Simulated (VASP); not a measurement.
# AlCo3 (Pm-3m) in VASP: a series of runs

AlCo3 is run at these levels: PBEsol; tasks: single point.

Everything below comes from runs of VASP 6.6.1. Logs are shortened: lines on timing, memory, paths and dates and some standing lists are left out, and cuts for length are marked.

### Step 1. The cell of the first run

It takes space group Pm-3m (No. 221, cubic). The conventional cell has a = 3.575 Å, b = 3.575 Å, c = 3.575 Å, α = 90.00°, β = 90.00°, γ = 90.00°. Within 3.3 Å of Al (site symmetry m-3m) lie 12 Co at 2.53 Å. Co (site symmetry 4/mmm) has 4 Al at 2.53 Å and 8 Co at 2.53 Å within 3.3 Å.

### Step 2. Single point, PBEsol, collinear spin, ferromagnetic start

Input file INCAR:

```
PREC     = Accurate       # precision mode
ENCUT    = 520            # plane-wave cutoff, eV
EDIFF    = 1E-6           # SCF threshold, eV
ISMEAR   = 0              # smearing method
SIGMA    = 0.1            # smearing width, eV
LREAL    = False          # projectors in reciprocal space
LASPH    = True           # aspherical terms in the spheres
NELM     = 150            # most SCF steps
ALGO     = Fast           # electronic algorithm
ISIF     = 2              # what is computed and relaxed
LWAVE    = False          # write WAVECAR
LCHARG   = False          # write CHGCAR
ISPIN    = 2              # spin polarisation
MAGMOM   = 0 1.48 1.48 1.48 # initial moments
LORBIT   = 11             # projections on sites
LMAXMIX  = 4              # l up to which the mixer works
GGA      = PS             # functional
NBANDS   = 27             # bands
```

Input file KPOINTS:

```
Automatic mesh
0
Gamma
  12 12 12
```

Input file POSCAR:

```
AlCo3
1.0
    3.5749480000      0.0000000000      0.0000000000
    0.0000000000      3.5749480000      0.0000000000
    0.0000000000      0.0000000000      3.5749480000
Al Co
1 3
Direct
    0.0000000000      0.0000000000      0.0000000000
    0.5000000000      0.5000000000      0.0000000000
    0.5000000000      0.0000000000      0.5000000000
    0.0000000000      0.5000000000      0.5000000000
```

Potentials or basis: VASP PAW PBE potentials, release 64 (Al, Co).

Run with:

```sh
> cat potpaw_PBE.64/Al/POTCAR potpaw_PBE.64/Co/POTCAR > POTCAR
> mpirun -np 1 vasp_std > vasp.out
```

OUTCAR:

```text
PREC = Accurate
   ENCUT = 520
   EDIFF = 1E-6
   ISMEAR = 0
   LREAL = False
   LASPH = True
   NELM = 150
   ISIF = 2
   ISPIN = 2
   LORBIT = 11
   GGA = PS

 ion  position               nearest neighbor table
   1  0.000  0.000  0.000-   2 2.53   3 2.53   4 2.53   3 2.53   4 2.53   2 2.53   4 2.53   4 2.53
                             2 2.53   3 2.53   3 2.53   2 2.53
   2  0.500  0.500  0.000-   1 2.53   3 2.53   4 2.53   3 2.53   4 2.53   1 2.53   3 2.53   3 2.53
                             1 2.53   4 2.53   4 2.53   1 2.53
   3  0.500  0.000  0.500-   1 2.53   2 2.53   4 2.53   1 2.53   2 2.53   2 2.53   4 2.53   2 2.53
                             1 2.53   4 2.53   1 2.53   4 2.53
   4  0.000  0.500  0.500-   1 2.53   2 2.53   3 2.53   1 2.53   2 2.53   1 2.53   3 2.53   1 2.53
                             2 2.53   3 2.53   2 2.53   3 2.53

  LATTYP: Found a simple cubic cell.
 ALAT       =     3.5749480000

  Lattice vectors:

 A1 = (   3.5749480000,   0.0000000000,   0.0000000000)
 A2 = (   0.0000000000,   3.5749480000,   0.0000000000)
 A3 = (   0.0000000000,   0.0000000000,   3.5749480000)

Analysis of symmetry for initial positions (statically):
=====================================================================
 Subroutine PRICEL returns:
 Original cell was already a primitive cell.

 Routine SETGRP: Setting up the symmetry group for a
 simple cubic supercell.

 Subroutine GETGRP returns: Found 48 space group operations
 (whereof 48 operations were pure point group operations)
 out of a pool of 48 trial point group operations.

The static configuration has the point symmetry O_h .

Analysis of symmetry for dynamics (positions and initial velocities):
=====================================================================
 Subroutine PRICEL returns:
 Original cell was already a primitive cell.

 Routine SETGRP: Setting up the symmetry group for a
 simple cubic supercell.

 Subroutine GETGRP returns: Found 48 space group operations
 (whereof 48 operations were pure point group operations)
 out of a pool of 48 trial point group operations.

The dynamic configuration has the point symmetry O_h .

Analysis of structural, dynamic, and magnetic symmetry:
=====================================================================
 Subroutine PRICEL returns:
 Original cell was already a primitive cell.

 Routine SETGRP: Setting up the symmetry group for a
 simple cubic supercell.

[... 135 lines left out ...]
   AEXX    =    0.0000 exact exchange contribution
   IVDW    =     0    specifies the selected vdW correction
   LEPSILON=     F    determine dielectric tensor
   LRPA    =     F    only Hartree local field effects (RPA)
 spin polarized calculation
 RMM-DIIS sequential band-by-band and
 Gauss-broadening in eV      SIGMA  =   0.10
  energy-cutoff  :      520.00
  volume of cell :       45.69
 maximum number of plane-waves:      1253
 NGX is ok and might be reduce to    28
   NGX = 13   NGY = 13   NGZ = 13

 number of electron      30.0000033 magnetization       3.8550291

 Free energy of the ion-electron system (eV)
  ---------------------------------------------------
  ext. energy  EPLUGINS =         0.00000000
  ---------------------------------------------------
  free energy    TOTEN  =       -27.99360231 eV

  energy without entropy =      -27.96048946  energy(sigma->0) =      -27.97704588

 E-fermi :   9.9051     XC(G=0): -12.8628

 val. band max:        9.9018622899   @ k =   0.5000   0.4167   0.4167
 cond. band min:       9.9061057100   @ k =   0.4167   0.1667   0.1667
 fundamental gap:      0.0042434202
 Fermi energy:         9.9051434453

 spin component 1

 k-point     1 :       0.0000    0.0000    0.0000
  band No.  band energies     occupation
      1      -0.0629      1.00000
      2       4.9136      1.00000
      3       5.8695      1.00000
      4       5.8695      1.00000
      5       6.2144      1.00000
      6       6.2144      1.00000
[... 709 lines left out ...]
     26      22.7981      0.00000
     27      23.1562      0.00000

 [... further k-points ...]

 spin component 2

 k-point     1 :       0.0000    0.0000    0.0000
  band No.  band energies     occupation
      1      -0.0213      1.00000
      2       5.8892      1.00000
      3       6.7419      1.00000
      4       6.7419      1.00000
      5       7.2232      1.00000
      6       7.2232      1.00000
[... 709 lines left out ...]
     26      23.1880      0.00000
     27      23.2231      0.00000

 [... further k-points ...]

------------------------ aborting loop because EDIFF is reached ----------------------------------------

  FORCE on cell =-STRESS in cart. coord.  units (eV):
  Direction    XX          YY          ZZ          XY          YZ          ZX
  --------------------------------------------------------------------------------------
  -------------------------------------------------------------------------------------
  Total       -2.2099263     -2.2099263     -2.2099263      0.0000000     -0.0000000      0.0000000
  in kB      -77.4959810    -77.4959810    -77.4959810      0.0000000     -0.0000000      0.0000000
  external PRESSURE =     -77.4959810 kB  Pullay stress =       0.0000000 kB

 VOLUME and BASIS-vectors are now :
 -----------------------------------------------------------------------------
  energy-cutoff  :      520.00
  volume of cell :       45.69
      direct lattice vectors                 reciprocal lattice vectors
     3.574948000  0.000000000  0.000000000     0.279724348  0.000000000  0.000000000
     0.000000000  3.574948000  0.000000000     0.000000000  0.279724348  0.000000000
     0.000000000  0.000000000  3.574948000     0.000000000  0.000000000  0.279724348

 POSITION                                       TOTAL-FORCE (eV/Angst)
 -----------------------------------------------------------------------------------
      0.00000      0.00000      0.00000         0.000000      0.000000      0.000000
      1.78747      1.78747      0.00000         0.000000      0.000000      0.000000
      1.78747      0.00000      1.78747         0.000000      0.000000      0.000000
      0.00000      1.78747      1.78747         0.000000      0.000000      0.000000
 -----------------------------------------------------------------------------------
    total drift:                                0.000000      0.000000      0.000000

  FREE ENERGIE OF THE ION-ELECTRON SYSTEM (eV)
  ---------------------------------------------------
  free  energy   TOTEN  =       -27.9936023055 eV

  energy  without entropy=      -27.9604894597  energy(sigma->0) =      -27.97704588

 total charge

# of ion       s       p       d       tot
------------------------------------------
    1        0.408   0.413   0.000   0.821
    2        0.472   0.510   7.315   8.297
    3        0.472   0.510   7.315   8.297
    4        0.472   0.510   7.315   8.297
--------------------------------------------------
tot          1.824   1.943  21.945  25.712

 magnetization (x)

# of ion       s       p       d       tot
------------------------------------------
    1       -0.002  -0.037   0.000  -0.039
    2       -0.002  -0.003   1.323   1.318
    3       -0.002  -0.003   1.323   1.318
    4       -0.002  -0.003   1.323   1.318
--------------------------------------------------
tot         -0.008  -0.046   3.970   3.916
```

Run time: 95 s. Hardware: 1 thread of Intel Xeon 6975P-C (Granite Rapids), shared host; peak memory 0.27 GiB.

What came out:

- Free energy: -27.9936 eV
- Pressure: -7.7 GPa
- Net moment: 3.86 μB per cell
- Site moments: Al -0.04; Co +1.32 μB
- Valence electrons inside the program's atomic spheres: Al 0.82; Co 8.30

Levels at points of the mesh, in eV from the Fermi level:
Spin up:
| k point | band 15 | band 16 | band 17 | band 18 | band 19 | band 20 |
| --- | --- | --- | --- | --- | --- | --- |
| (0.00, 0.00, 0.00) | -0.19 | -0.19 | 0.80 | 0.80 | 0.80 | 6.68 |
| (0.50, 0.00, 0.00) | -1.37 | -0.94 | -0.19 | 5.50 | 5.50 | 5.57 |
| (0.50, 0.50, 0.00) | -1.18 | -1.18 | -0.72 | 0.77 | 0.77 | 8.13 |
| (0.50, 0.50, 0.50) | -1.29 | -0.40 | -0.40 | -0.40 | -0.33 | 3.39 |
Spin down:
| k point | band 9 | band 10 | band 11 | band 12 | band 13 | band 14 | band 15 | band 16 | band 17 | band 18 |
| --- | --- | --- | --- | --- | --- | --- | --- | --- | --- | --- |
| (0.00, 0.00, 0.00) | -0.42 | -0.42 | 0.59 | 0.59 | 0.82 | 0.82 | 0.82 | 1.01 | 1.18 | 1.18 |
| (0.50, 0.00, 0.00) | -1.31 | -0.94 | -0.80 | -0.22 | -0.22 | -0.22 | 0.03 | 0.66 | 1.19 | 5.89 |
| (0.50, 0.50, 0.00) | -1.19 | -1.19 | -0.38 | -0.37 | -0.31 | -0.31 | 0.09 | 0.11 | 0.24 | 1.99 |
| (0.50, 0.50, 0.50) | -1.17 | -1.17 | -0.33 | -0.33 | -0.33 | -0.20 | -0.05 | -0.05 | 0.99 | 0.99 |

Caveat: the cell stands under tension; the PAW data sets were made with another functional, which shifts forces and pressure a little.

(Continued in part 2 of 3.)
